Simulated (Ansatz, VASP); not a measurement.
CoH3 in VASP and in Ansatz

INCAR

```
SYSTEM = CoH3
  PREC = Accurate
  ENCUT = 520
  EDIFF = 1E-6
  ISMEAR = 0
  SIGMA = 0.2
  LREAL = .False.
  LASPH = .True.
  NELM = 100
  ALGO = Normal
  ISIF = 2
  LWAVE = .False.
  LCHARG = .False.
  GGA = PE
  NBANDS = 22
```

File KPOINTS:

```
regular mesh
0
Gamma
  8 8 4
  0 0 0
```

Contents of POSCAR:

```
CoH3
1.0
   -2.6126796819      0.0000000000      0.0000000000
    0.0000000000      0.0000000000     -2.6126796819
    0.0000000000     -5.2253593639      0.0000000000
Co H
2 6
Direct
    1.0000000000      1.0000000000      1.0000000000
    0.0000000000      1.0000000000      0.5000000000
    1.0000000000      0.5000000000      0.7500000000
    1.0000000000      0.5000000000      0.2500000000
    0.5000000000      0.5000000000      0.5000000000
    0.5000000000      0.5000000000      1.0000000000
    0.5000000000      1.0000000000      0.7500000000
    0.5000000000      0.0000000000      0.2500000000
```

Input for Ansatz:

```yaml
crystal:
  lattice:
    - [-2.6126796819, 0.0, 0.0]
    - [0.0, 0.0, -2.6126796819]
    - [0.0, -5.2253593639, 0.0]
  atoms:
    - { symbol: Co, position: [1.0, 1.0, 1.0] }
    - { symbol: Co, position: [0.0, 1.0, 0.5] }
    - { symbol: H, position: [1.0, 0.5, 0.75] }
    - { symbol: H, position: [1.0, 0.5, 0.25] }
    - { symbol: H, position: [0.5, 0.5, 0.5] }
    - { symbol: H, position: [0.5, 0.5, 1.0] }
    - { symbol: H, position: [0.5, 1.0, 0.75] }
    - { symbol: H, position: [0.5, 0.0, 0.25] }
basis:
  ecutwfc: 420
kpoints:
  mp_grid: { grid: [8, 8, 4] }
hamiltonian:
  xc: pbe
scf:
  occupations: { method: gaussian, width: 0.2 }
  lower_state_search: "off"
output:
  forces: true
  stress: true
  eigenvalues: true
```

Alike in both runs: task single point; functional PBE; k mesh 8 × 8 × 4; occupations gaussian, width 0.2 eV; no spin polarisation.

|  | VASP | Ansatz |
| --- | --- | --- |
| version | VASP 6.6.1 | Ansatz 0.2.0 |
| potentials or method | VASP PAW PBE potentials, release 64 (Co, H), cutoff 520 eV | scalar-relativistic, plane waves, PAW |
| valence electrons in the cell | 24 | 40 |

```csv
,VASP,Ansatz,Ansatz less VASP
gap on the k mesh at the Fermi level (eV),none,none,-
pressure (GPa),-0.3,0.2,+0.56
```

A gap of «none» marks a metal or a gap that the smearing closes. VASP's potentials hold 24 valence electrons a cell and Ansatz's 40, so a difference there can come from the potentials and not from the codes.
